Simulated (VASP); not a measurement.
# ZnSe (CsCl type): single point with PBE

ZnSe (CsCl type):

```
Zn Se
1.0
     3.35263    0.00000    0.00000
     0.00000    3.35263    0.00000
     0.00000    0.00000    3.35263
Zn Se
1 1
Cartesian
  0.0000 0.0000 0.0000
  1.6763 1.6763 1.6763
```

| Item | Value |
| --- | --- |
| Program | VASP 6.6.1 |
| Task | single point |
| Functional | PBE |
| Potentials or basis | VASP PAW PBE potentials, release 64 (Zn, Se) |
| Cutoff | 520 eV |
| k mesh | 13 × 13 × 13 |
| Occupations | fermi-dirac, width 0.08 eV |
| Spin | no spin polarisation |

- Pressure: 0.2 GPa
- Band gap on the k mesh: zero (band 9 reaches 4.25 eV, above the bottom of band 10 at 2.66 eV)

Levels at points of the mesh, in eV from the Fermi level:
```tsv
k point	band 5	band 6	band 7	band 8	band 9	band 10	band 11	band 12	band 13	band 14
(0.00, 0.00, 0.00)	-6.74	-6.74	-1.28	-1.13	-1.13	-1.13	5.86	5.86	11.02	11.02
```

It took 29 s on 1 thread of AMD EPYC 9R45 96-Core Processor (Zen 5), with other jobs on the host, peak memory 0.16 GiB.
